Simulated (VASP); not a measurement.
# PbF2 (Fm-3m) in VASP: a series of runs

Runs on PbF2. Level: PBEsol. Tasks: single point, relaxation of cell and atoms.

Program: VASP 6.6.1. These are calculated values, not measurements. Logs are shortened: lines on timing, memory, paths and dates and some standing lists are left out, and cuts for length are marked.

## 1. The cell of the first run

It takes space group Fm-3m (No. 225, cubic). Conventional cell: a = 5.899 Å, b = 5.899 Å, c = 5.899 Å, α = 90.00°, β = 90.00°, γ = 90.00°. Within 3.4 Å of Pb (site symmetry m-3m) lie 8 F at 2.55 Å. F (site symmetry -43m) has 4 Pb at 2.55 Å and 6 F at 2.95 Å within 3.4 Å.

## 2. Single point, PBEsol

The input, INCAR:

```
SYSTEM = PbF2
PREC = Accurate
ENCUT = 600
EDIFF = 1E-6
ISMEAR = -1
SIGMA = 0.05
LREAL = .False.
LASPH = .True.
NELM = 120
ALGO = Normal
ISIF = 2
LWAVE = .False.
LCHARG = .False.
GGA = PS
NBANDS = 21
GGA_COMPAT = .False.
```

The input, KPOINTS:

```
Automatic mesh
0
Gamma
  8 8 8
  0 0 0
```

The input, POSCAR:

```
PbF2
1.0
    0.0000000000      2.9497301828      2.9497301828
    2.9497301828      0.0000000000      2.9497301828
    2.9497301828      2.9497301828      0.0000000000
Pb F
1 2
Direct
    0.0000000000      0.0000000000      0.0000000000
    0.7500000000      0.7500000000      0.7500000000
    0.2500000000      0.2500000000      0.2500000000
```

Potentials or basis: VASP PAW PBE potentials, release 64 (Pb_d, F).

On the command line:

```console
$ cat potpaw_PBE.64/Pb_d/POTCAR potpaw_PBE.64/F/POTCAR > POTCAR
$ mpirun -np 1 vasp_std > vasp.out
```

OUTCAR:

```text
SYSTEM = PbF2
   PREC = Accurate
   ENCUT = 600
   EDIFF = 1E-6
   ISMEAR = -1
   LREAL = .False.
   LASPH = .True.
   NELM = 120
   ISIF = 2
   GGA = PS

 ion  position               nearest neighbor table
   1  0.000  0.000  0.000-   2 2.55   2 2.55   2 2.55   2 2.55   3 2.55   3 2.55   3 2.55   3 2.55

   2  0.750  0.750  0.750-   1 2.55   1 2.55   1 2.55   1 2.55
   3  0.250  0.250  0.250-   1 2.55   1 2.55   1 2.55   1 2.55

  LATTYP: Found a face centered cubic cell.
 ALAT       =     5.8994603656

  Lattice vectors:

 A1 = (   0.0000000000,   2.9497301828,   2.9497301828)
 A2 = (   2.9497301828,   0.0000000000,   2.9497301828)
 A3 = (   2.9497301828,   2.9497301828,   0.0000000000)

Analysis of symmetry for initial positions (statically):
=====================================================================
 Subroutine PRICEL returns:
 Original cell was already a primitive cell.

 Routine SETGRP: Setting up the symmetry group for a
 face centered cubic supercell.

 Subroutine GETGRP returns: Found 48 space group operations
 (whereof 48 operations were pure point group operations)
 out of a pool of 48 trial point group operations.

The static configuration has the point symmetry O_h .

Analysis of symmetry for dynamics (positions and initial velocities):
=====================================================================
 Subroutine PRICEL returns:
 Original cell was already a primitive cell.

 Routine SETGRP: Setting up the symmetry group for a
 face centered cubic supercell.

 Subroutine GETGRP returns: Found 48 space group operations
 (whereof 48 operations were pure point group operations)
 out of a pool of 48 trial point group operations.

The dynamic configuration has the point symmetry O_h .

 Subroutine INISYM returns: Found 48 space group operations
 (whereof 48 operations are pure point group operations),
 and found     1 'primitive' translations

----------------------------------------------------------------------------------------

                                     Primitive cell

  volume of cell :      51.3307

  direct lattice vectors                    reciprocal lattice vectors
     0.000000000  2.949730183  2.949730183    -0.169507029  0.169507029  0.169507029
     2.949730183  0.000000000  2.949730183     0.169507029 -0.169507029  0.169507029
     2.949730183  2.949730183  0.000000000     0.169507029  0.169507029 -0.169507029

  length of vectors
[... 83 lines left out ...]
   NELM   =    120;   NELMIN=  2; NELMDL= -5     # of ELM steps
   EDIFF  = 0.1E-05   stopping-criterion for ELM
   LREAL  =      F    real-space projection
   EDIFFG = 0.1E-04   stopping-criterion for IOM
   NSW    =      0    number of steps for IOM
   IBRION =     -1    ionic relax: 0-MD 1-quasi-New 2-CG
   NFREE  =      0    steps in history (QN), initial steepest desc. (CG)
   ISIF   =      2    stress and relaxation
   ISYM   =      2    0-nonsym 1-usesym 2-fastsym
   POTIM  = 0.5000    time-step for ionic-motion
   TEBEG  =    0.0;   TEEND  =   0.0 temperature during run
   PSTRESS=    0.0 pullay stress
   NELECT =      28.0000    total number of electrons
   NUPDOWN=      -1.0000    fix difference up-down
   EMIN   =  10.00;   EMAX   =-10.00  energy-range for DOS
   EFERMI =   0.00;   METHOD = LEGACY
   ISMEAR =    -1;   SIGMA  =   0.05  broadening in eV -4-tet -1-fermi 0-gaus
   EFERMI_NEDOS =   21; number of points for ismear=-14 and -15
   IALGO  =     38    algorithm
   IMIX   =      4    mixing-type and parameters
     AMIX     =   0.40;   BMIX     =  1.00
     AMIX_MAG =   1.60;   BMIX_MAG =  1.00
  volume/ion in A,a.u.               =      17.11       115.47
  Fermi-wavevector in a.u.,A,eV,Ry     =   1.337628  2.527750 24.344191  1.789248
  Thomas-Fermi vector in A             =   2.466161
   LORBIT       =      0    0 simple, 1 ext, 2 COOP (PROOUT), +10 PAW based schemes
   GGA     = PS    functional components
   LHFCALC =     F    Hartree Fock is set to
   AEXX    =    0.0000 exact exchange contribution
   IVDW    =     0    specifies the selected vdW correction
   LEPSILON=     F    determine dielectric tensor
   LRPA    =     F    only Hartree local field effects (RPA)
 non-spin polarized calculation
  energy-cutoff  :      600.00
  volume of cell :       51.33
 maximum number of plane-waves:      1732
 NGX is ok and might be reduce to    36
   NGX = 17   NGY = 17   NGZ = 17

 number of electron      28.0000010 magnetization

 Free energy of the ion-electron system (eV)
  ---------------------------------------------------
  ext. energy  EPLUGINS =         0.00000000
  ---------------------------------------------------
  free energy    TOTEN  =       -14.94009557 eV

  energy without entropy =      -14.94009557  energy(sigma->0) =      -14.94009557

 E-fermi :   3.0534     XC(G=0):  -9.7322

 val. band max:        1.9106293648   @ k =  -0.2500   0.5000   0.2500
 cond. band min:       6.2119664142   @ k =   0.5000   0.5000   0.0000
 fundamental gap:      4.3013370494
 Fermi energy:         3.0534423931

 k-point     1 :       0.0000    0.0000    0.0000
  band No.  band energies     occupation
      1     -19.1834      2.00000
      2     -18.5177      2.00000
      3     -12.4713      2.00000
      4     -12.4713      2.00000
      5     -12.4713      2.00000
      6     -12.4009      2.00000
[... 565 lines left out ...]
     20      17.9741      0.00000
     21      18.3775      0.00000

 [... further k-points ...]

------------------------ aborting loop because EDIFF is reached ----------------------------------------

  FORCE on cell =-STRESS in cart. coord.  units (eV):
  Direction    XX          YY          ZZ          XY          YZ          ZX
  --------------------------------------------------------------------------------------
  -------------------------------------------------------------------------------------
  Total       -0.0834692     -0.0834692     -0.0834692      0.0000000     -0.0000000     -0.0000000
  in kB       -2.6053121     -2.6053121     -2.6053121      0.0000000     -0.0000000     -0.0000000
  external PRESSURE =      -2.6053121 kB  Pullay stress =       0.0000000 kB

 VOLUME and BASIS-vectors are now :
 -----------------------------------------------------------------------------
  energy-cutoff  :      600.00
  volume of cell :       51.33
      direct lattice vectors                 reciprocal lattice vectors
     0.000000000  2.949730183  2.949730183    -0.169507029  0.169507029  0.169507029
     2.949730183  0.000000000  2.949730183     0.169507029 -0.169507029  0.169507029
     2.949730183  2.949730183  0.000000000     0.169507029  0.169507029 -0.169507029

 POSITION                                       TOTAL-FORCE (eV/Angst)
 -----------------------------------------------------------------------------------
      0.00000      0.00000      0.00000         0.000000      0.000000      0.000000
      4.42460      4.42460      4.42460        -0.000000      0.000000     -0.000000
      1.47487      1.47487      1.47487         0.000000     -0.000000      0.000000
 -----------------------------------------------------------------------------------
    total drift:                                0.000000      0.000000      0.000000

  FREE ENERGIE OF THE ION-ELECTRON SYSTEM (eV)
  ---------------------------------------------------
  free  energy   TOTEN  =       -14.9400955739 eV

  energy  without entropy=      -14.9400955738  energy(sigma->0) =      -14.94009557
```

OSZICAR:

```text
N       E                     dE             d eps       ncg     rms          rms(c)
DAV:   1     0.312641498639E+03    0.31264E+03   -0.16000E+04  1252   0.170E+03
DAV:   2     0.130155931325E+02   -0.29963E+03   -0.28028E+03  1310   0.456E+02
DAV:   3    -0.156731406882E+02   -0.28689E+02   -0.28302E+02  1398   0.145E+02
DAV:   4    -0.165214240622E+02   -0.84828E+00   -0.84730E+00  1434   0.258E+01
DAV:   5    -0.165469831381E+02   -0.25559E-01   -0.25557E-01  1491   0.467E+00    0.713E+00
DAV:   6    -0.149655313693E+02    0.15815E+01   -0.71583E+00  1629   0.215E+01    0.261E+00
DAV:   7    -0.149500600499E+02    0.15471E-01   -0.37943E-01  1308   0.383E+00    0.150E+00
DAV:   8    -0.149416795066E+02    0.83805E-02   -0.94083E-02  1318   0.332E+00    0.515E-01
DAV:   9    -0.149387876858E+02    0.28918E-02   -0.18110E-02  1626   0.989E-01    0.997E-02
DAV:  10    -0.149400868920E+02   -0.12992E-02   -0.19083E-03  1248   0.394E-01    0.341E-02
DAV:  11    -0.149400767737E+02    0.10118E-04   -0.12508E-04  1421   0.112E-01    0.134E-02
DAV:  12    -0.149400973612E+02   -0.20588E-04   -0.64286E-05  1312   0.722E-02    0.126E-02
DAV:  13    -0.149400955312E+02    0.18300E-05   -0.21629E-05  1483   0.448E-02    0.271E-03
DAV:  14    -0.149400955739E+02   -0.42685E-07   -0.12435E-06  1121   0.762E-03
   1 F= -.14940096E+02 E0= -.14940096E+02  d E =-.478634E-10
```

stdout:

```text
POSCAR found type information on POSCAR PbF
 POSCAR found :  2 types and       3 ions
 scaLAPACK will be used
 -----------------------------------------------------------------------------
|                                                                             |
|                                                                             |
|     You enforced a specific xc type in the INCAR file but a different       |
|     I HOPE YOU KNOW WHAT YOU ARE DOING!                                     |
|                                                                             |
 -----------------------------------------------------------------------------

 LDA part: xc-table for (Slater+PW92), standard interpolation
 POSCAR, INCAR and KPOINTS ok, starting setup
 FFT: planning ... GRIDC
 FFT: planning ... GRID_SOFT
 FFT: planning ... GRID
 WAVECAR not read
 entering main loop
```

Run time: 60 s. Hardware: 1 thread of Intel Xeon 8259CL, shared host; peak memory 0.22 GiB.

Results:

| Quantity | Value |
| --- | --- |
| Free energy | -14.9401 eV |
| Pressure | -0.3 GPa |
| Band gap on the k mesh | 4.30 eV (least direct gap 4.46 eV) |

Caveat: the PAW data sets were made with another functional, which shifts forces and pressure a little; spin-orbit coupling is left out, which moves the levels of the heavy elements. A k mesh can miss the band edges.

## 3. Relaxation of cell and atoms, PBEsol

This run uses another cell than the first one, of 17.35 Å³/atom.

The input, INCAR:

```
SYSTEM = PbF2
  PREC = Accurate
  ENCUT = 600
  EDIFF = 1E-7
  ISMEAR = -1
  SIGMA = 0.05
  LREAL = .False.
  LASPH = .True.
  NELM = 120
  ALGO = Normal
  ISIF = 3
  LWAVE = .False.
  LCHARG = .False.
  GGA = PS
  IBRION = 2
  NSW = 80
  EDIFFG = -0.005
  GGA_COMPAT = .False.
  NELMIN = 4
```

KPOINTS is that of step 2.

The input, POSCAR:

```
PbF2
1.0
    0.0000000000      2.9636600000      2.9636600000
    2.9636600000      0.0000000000      2.9636600000
    2.9636600000      2.9636600000      0.0000000000
Pb F
1 2
Direct
    0.0000000000      0.0000000000      0.0000000000
    0.7500000000      0.7500000000      0.7500000000
    0.2500000000      0.2500000000      0.2500000000
```

Potentials or basis: VASP PAW PBE potentials, release 64 (Pb_d, F).

On the command line:

```console
$ cat potpaw_PBE.64/Pb_d/POTCAR potpaw_PBE.64/F/POTCAR > POTCAR
$ mpirun -np 1 vasp_std > vasp.out
```

Wall time 2 min (1 thread of Intel Xeon 8259CL, shared host); peak memory 0.22 GiB.

The run converged. Its results:

| Item | Value |
| --- | --- |
| Free energy | -14.9416 eV |
| Relaxed volume | 17.05 Å³/atom |
| Relaxed cell | a = 4.167 Å, b = 4.167 Å, c = 4.167 Å, α = 60.00°, β = 60.00°, γ = 60.00° |
| Space group after relaxing (to 0.1 Å) | Fm-3m (No. 225) |
| Energy gained by relaxing | 1.3 meV/atom |
| Ionic steps | 3 |
| Pressure after relaxing | 0.0 GPa |
| Band gap on the k mesh | 4.30 eV (least direct gap 4.45 eV) |

Step by step:
```csv
step,energy change (eV),largest force (eV/Å),pressure (GPa),volume (Å³)
1,0.0000,0.0000,-1.30,52.06
2,-0.0037,0.0000,0.22,51.01
3,-0.0038,0.0000,0.00,51.15
```

Final structure:
```
Pb F
1.0
     0.00000    2.94625    2.94625
     2.94625    0.00000    2.94625
     2.94625    2.94625    0.00000
Pb F
1 2
Direct
  0.00000 0.00000 0.00000
  0.75000 0.75000 0.75000
  0.25000 0.25000 0.25000
```

Levels at points of the mesh, in eV from the valence-band top:
```csv
k point,band 10,band 11,band 12,band 13,band 14,band 15,band 16,band 17,band 18
"(0.00, 0.00, 0.00)",-2.60,-2.60,-2.09,-2.09,-2.09,6.69,6.69,6.69,10.55
"(0.50, 0.00, 0.00)",-2.82,-2.82,-2.26,-2.26,-0.04,4.93,7.64,7.64,13.11
"(0.50, 0.50, 0.00)",-3.74,-1.65,-1.64,-1.64,-0.15,4.30,7.89,7.89,8.78
```

Caveat: the PAW data sets were made with another functional, which shifts forces and pressure a little; spin-orbit coupling is left out, which moves the levels of the heavy elements. A k mesh can miss the band edges.

## 4. Relaxation of cell and atoms, PBEsol, target pressure 5 GPa, at which the enthalpy is minimised

This run uses another cell than the first one, of 17.35 Å³/atom.

The input, INCAR:

```
SYSTEM = PbF2
  ALGO = Normal
  EDIFF = 1E-7
  EDIFFG = -0.005
  ENCUT = 600
  GGA = PS
  GGA_COMPAT = .FALSE.
  IBRION = 2
  ISIF = 3
  ISMEAR = -1
  LASPH = .TRUE.
  LCHARG = .FALSE.
  LREAL = .FALSE.
  LWAVE = .FALSE.
  NELM = 120
  NELMIN = 4
  NSW = 80
  PREC = Accurate
  PSTRESS = 50.0
  SIGMA = 0.05
```

The input, KPOINTS:

```
k-points
0
G
  8 8 8
  0 0 0
```

POSCAR is that of step 3.

On the command line:

```console
$ cat potpaw_PBE.64/Pb_d/POTCAR potpaw_PBE.64/F/POTCAR > POTCAR
$ mpirun -np 1 vasp_std > vasp.out
```

Run time: 3.1 min. Hardware: 1 thread of Intel Xeon 8259CL, shared host; peak memory 0.23 GiB.

It converged, with:

* Free energy: -14.8999 eV
* Relaxed volume: 16.11 Å³/atom
* Relaxed cell: a = 4.088 Å, b = 4.088 Å, c = 4.088 Å, α = 60.00°, β = 60.00°, γ = 60.00°
* Space group after relaxing (to 0.1 Å): Fm-3m (No. 225)
* Energy change on relaxing (the run minimises the enthalpy): +12.7 meV/atom
* Ionic steps: 3
* Pressure after relaxing: 5.0 GPa
* Band gap on the k mesh: 4.27 eV (least direct gap 4.44 eV)

Step by step:
| step | energy change (eV) | largest force (eV/Å) | pressure (GPa) | volume (Å³) |
| --- | --- | --- | --- | --- |
| 1 | 0.0000 | 0.0000 | -1.30 | 52.06 |
| 2 | 0.0871 | 0.0000 | 7.77 | 47.09 |
| 3 | 0.0380 | 0.0000 | 5.00 | 48.33 |

Final structure:
```yaml
crystal:
  lattice:
    - [0.00000, 2.89100, 2.89100]
    - [2.89100, 0.00000, 2.89100]
    - [2.89100, 2.89100, 0.00000]
  atoms:
    - { symbol: Pb, position: [0.00000, 0.00000, 0.00000] }
    - { symbol: F, position: [0.75000, 0.75000, 0.75000] }
    - { symbol: F, position: [0.25000, 0.25000, 0.25000] }
```

Levels at points of the mesh, in eV from the valence-band top:
```csv
k point,band 11,band 12,band 13,band 14,band 15,band 16,band 17,band 18
"(0.00, 0.00, 0.00)",-2.99,-2.48,-2.48,-2.48,6.71,6.71,6.71,10.66
"(0.50, 0.00, 0.00)",-3.28,-2.64,-2.64,-0.07,4.89,7.80,7.80,13.16
"(0.50, 0.50, 0.00)",-2.01,-1.98,-1.98,-0.16,4.27,8.08,8.08,8.61
```

Caveat: the cell is relaxed towards a set pressure, so the run minimises the enthalpy, not the energy; the PAW data sets were made with another functional, which shifts forces and pressure a little; spin-orbit coupling is left out, which moves the levels of the heavy elements.

## 5. Relaxation of cell and atoms, PBEsol, target pressure 10 GPa, at which the enthalpy is minimised

This run uses another cell than the first one, of 17.35 Å³/atom.

The input, INCAR:

```
SYSTEM = PbF2
ALGO = Normal ; EDIFF = 1E-7
EDIFFG = -0.005 ; ENCUT = 600
GGA = PS ; GGA_COMPAT = .FALSE.
IBRION = 2 ; ISIF = 3
ISMEAR = -1 ; LASPH = .TRUE.
LCHARG = .FALSE. ; LREAL = .FALSE.
LWAVE = .FALSE. ; NELM = 120
NELMIN = 4 ; NSW = 80
PREC = Accurate ; PSTRESS = 100.0
SIGMA = 0.05
```

KPOINTS is that of step 4.

POSCAR is that of step 4.

On the command line:

```console
$ cat potpaw_PBE.64/Pb_d/POTCAR potpaw_PBE.64/F/POTCAR > POTCAR
$ mpirun -np 1 vasp_std > vasp.out
```

Wall time 4.9 min (1 thread of Intel Xeon 8259CL, shared host); peak memory 0.23 GiB.

It converged, with:

```yaml
Free_energy: -14.8019 eV
Relaxed_volume: 15.40 Å³/atom
Relaxed_cell: a = 4.028 Å, b = 4.028 Å, c = 4.028 Å, α = 60.00°, β = 60.00°, γ = 60.00°
Space_group_after_relaxing_to_0.1_Å: Fm-3m (No. 225)
Energy_change_on_relaxing_the_run_minimises_the_enthalpy: +45.3 meV/atom
Ionic_steps: 6
Pressure_after_relaxing: 10.0 GPa
Band_gap_on_the_k_mesh: 4.24 eV (least direct gap 4.41 eV)
```

Step by step:
| step | energy change (eV) | largest force (eV/Å) | pressure (GPa) | volume (Å³) |
| --- | --- | --- | --- | --- |
| 1 | 0.0000 | 0.0000 | -1.30 | 52.06 |
| 2 | 0.3872 | 0.0000 | 18.92 | 43.37 |
| 3 | 0.1347 | 0.0000 | 9.95 | 46.22 |
| 4 | 0.1417 | 0.0000 | 10.25 | 46.11 |
| 5 | 0.1325 | 0.0000 | 9.85 | 46.26 |
| 6 | 0.1359 | 0.0000 | 10.00 | 46.20 |

Final structure:
```
CELL_PARAMETERS angstrom
0.00000 2.84808 2.84808
2.84808 0.00000 2.84808
2.84808 2.84808 0.00000
ATOMIC_POSITIONS crystal
Pb 0.00000 0.00000 0.00000
F 0.75000 0.75000 0.75000
F 0.25000 0.25000 0.25000
```

Levels at points of the mesh, in eV from the valence-band top:
```tsv
k point	band 11	band 12	band 13	band 14	band 15	band 16	band 17	band 18
(0.00, 0.00, 0.00)	-3.32	-2.81	-2.81	-2.81	6.71	6.71	6.71	10.72
(0.50, 0.00, 0.00)	-3.66	-2.96	-2.96	-0.10	4.84	7.92	7.92	13.20
(0.50, 0.50, 0.00)	-2.31	-2.27	-2.27	-0.17	4.24	8.22	8.22	8.45
```

Caveat: the cell is relaxed towards a set pressure, so the run minimises the enthalpy, not the energy; the PAW data sets were made with another functional, which shifts forces and pressure a little; spin-orbit coupling is left out, which moves the levels of the heavy elements. A k mesh can miss the band edges.

## 6. Overview

```tsv
task	cell	gap on the mesh (eV)	pressure (GPa)
single point	a = 4.172 Å, angles 60.0°, 3 atoms	4.30	-0.3
relaxation of cell and atoms	relaxed from a = 4.191 Å, angles 60.0°, 3 atoms	4.30	0.0
relaxation of cell and atoms	relaxed to 5 GPa from a = 4.191 Å, angles 60.0°, 3 atoms	4.27	5.0
relaxation of cell and atoms	relaxed to 10 GPa from a = 4.191 Å, angles 60.0°, 3 atoms	4.24	10.0
```

Alike in all rows: level PBEsol; potentials or basis VASP PAW PBE potentials, release 64 (Pb_d, F); no spin polarisation; k mesh 8 × 8 × 8; cutoff (eV) 600; smearing fermi-dirac 0.05 eV.

Caveats: the PAW data sets were made with another functional, which shifts forces and pressure a little; spin-orbit coupling is left out, which moves the levels of the heavy elements; the cell is relaxed towards a set pressure, so the run minimises the enthalpy, not the energy (at least some runs).

Total energies depend on the potentials used, so only differences within one code and one set of settings carry meaning.
